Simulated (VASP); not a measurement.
The system is C.

```xyz
4
Lattice="1.2280 -2.1271 0.0000 1.2280 2.1271 0.0000 0.0000 0.0000 7.1733" Properties=species:S:1:pos:R:3 pbc="T T T"
C     1.2280    1.7724    5.4025
C     1.2280   -0.3547    1.7708
C     1.2280   -1.7724    1.7708
C     1.2280    0.3547    5.4025
```

Base run:

```yaml
Program: VASP 6.6.1
Functional: PBEsol
Potentials_or_basis: VASP PAW PBE potentials, release 64 (C)
Cutoff: 520 eV
k_mesh: 8 × 8 × 3
Occupations: methfessel-paxton, width 0.1 eV
Spin: no spin polarisation
```

Its results: band gap on the k mesh 1.34 eV; pressure 1.6 GPa; largest force 0.048 eV/Å.

Problem. After a change of settings the same cell gave: band gap on the k mesh 0.31 eV; pressure 3.3 GPa; largest force 0.095 eV/Å. Which change was it?
A. k mesh from 8 × 8 × 3 to 6 × 6 × 2
B. k mesh from 8 × 8 × 3 to 13 × 13 × 4
C. k mesh from 8 × 8 × 3 to 3 × 3 × 1; occupations from methfessel-paxton, width 0.1 eV to methfessel-paxton, width 0.0386 eV
D. k mesh from 8 × 8 × 3 to 10 × 10 × 3

Solution. C.

Caveats: some runs use coarse meshes; the PAW data sets were made with another functional, which shifts forces and pressure a little; this functional lacks dispersion, which binds the layers, so the pressure and a relaxed spacing across them are unreliable.
